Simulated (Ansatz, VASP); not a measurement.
# One calculation of Ca, two programs

The input POSCAR:

```
Ca
1.0
    6.3356767594      0.0000000000      0.0000000000
    0.0000000000      3.8797938090      0.0000000000
    0.0000000000      0.0000000000     25.1447617064
Ca
6
Direct
    0.0000000000      0.0000000000      0.3181577178
    0.5000000000      0.3333333333      0.3908946307
    0.0000000000      0.6666666667      0.4636315436
    0.5000000000      1.0000000000      0.5363684564
    0.0000000000      0.3333333333      0.6091053693
    0.5000000000      0.6666666667      0.6818422822
```

Contents of INCAR.step1:

```
SYSTEM = Ca
  PREC = Accurate
  ENCUT = 520
  ISMEAR = 1
  SIGMA = 0.1
  LREAL = .FALSE.
  LASPH = .TRUE.
  NELM = 100
  LDIPOL = .TRUE.
  IDIPOL = 3
  DIPOL = 0.5 0.5 0.500
  NBANDS = 39
  GGA = PE
  ALGO = Normal
  EDIFF = 1E-4
  LWAVE = .TRUE.
  LCHARG = .FALSE.
```

File INCAR.step2:

```
SYSTEM = Ca
  PREC = Accurate
  ENCUT = 520
  EDIFF = 1E-6
  ISMEAR = 1
  SIGMA = 0.1
  LREAL = .FALSE.
  LASPH = .TRUE.
  NELM = 100
  ALGO = Normal
  ISIF = 2
  LWAVE = .FALSE.
  LCHARG = .TRUE.
  LDIPOL = .TRUE.
  IDIPOL = 3
  DIPOL = 0.5 0.5 0.500
  METAGGA = R2SCAN
  LMIXTAU = .TRUE.
  LELF = .TRUE.
  LVHAR = .TRUE.
  LVACPOTAV = .TRUE.
  NBANDS = 39
  ISTART = 1
```

The input KPOINTS:

```
regular mesh
0
G
  3 5 1
  0 0 0
```

Input for Ansatz:

```yaml
crystal:
  lattice:
    - [6.3356767594314665, 0.0, 0.0]
    - [0.0, 3.879793808954285, 0.0]
    - [0.0, 0.0, 25.144761706390533]
  atoms:
    - { symbol: Ca, position: [0.0, 0.0, 0.3181577178345978] }
    - { symbol: Ca, position: [0.5, 0.3333333333333332, 0.39089463070075864] }
    - { symbol: Ca, position: [0.0, 0.6666666666666664, 0.46363154356691955] }
    - { symbol: Ca, position: [0.5000000000000002, 0.9999999999999997, 0.5363684564330804] }
    - { symbol: Ca, position: [0.0, 0.3333333333333328, 0.6091053692992413] }
    - { symbol: Ca, position: [0.5000000000000004, 0.6666666666666661, 0.6818422821654022] }
kpoints:
  mp_grid:
    grid: [3, 5, 1]
hamiltonian:
  xc: r2scan
efield:
  axis: 3
  dipole_correction: true
scf:
  max_iter: 150
  lower_state_search: "off"
  occupations:
    method: methfessel_paxton
  eigensolver:
    kind: auto
output:
  write_potential: true
  forces: true
```

Alike in both runs: task single point; functional r2SCAN; k mesh 3 × 5 × 1; no spin polarisation.

|  | VASP | Ansatz |
| --- | --- | --- |
| version | VASP 6.6.1 | Ansatz 0.2.0 |
| potentials or method | VASP PAW PBE potentials, release 64 (Ca_sv) | plane waves, PAW |
| plane-wave cutoff (eV) | 520 | 500 |
| occupations | methfessel-paxton of order 1, width 0.1 eV | methfessel-paxton of order 1 |
| valence electrons in the cell | 60 | 60 |

VASP gave:

| Item | Value |
| --- | --- |
| gap on the k mesh at the Fermi level (eV) | none |
| rms of the force components (eV/Å) | 0.104 |

**Question.** What did Ansatz give for the same quantities?

**Answer.** gap on the k mesh at the Fermi level (eV): none; rms of the force components (eV/Å): 0.107.

VASP's potentials were made for PBE, not for r2SCAN. Atom by atom the forces differ by 0.005 eV/Å (rms over components). A gap of «none» marks a metal or a gap that the smearing closes. Ansatz's warnings: xc potential rough in thin density.
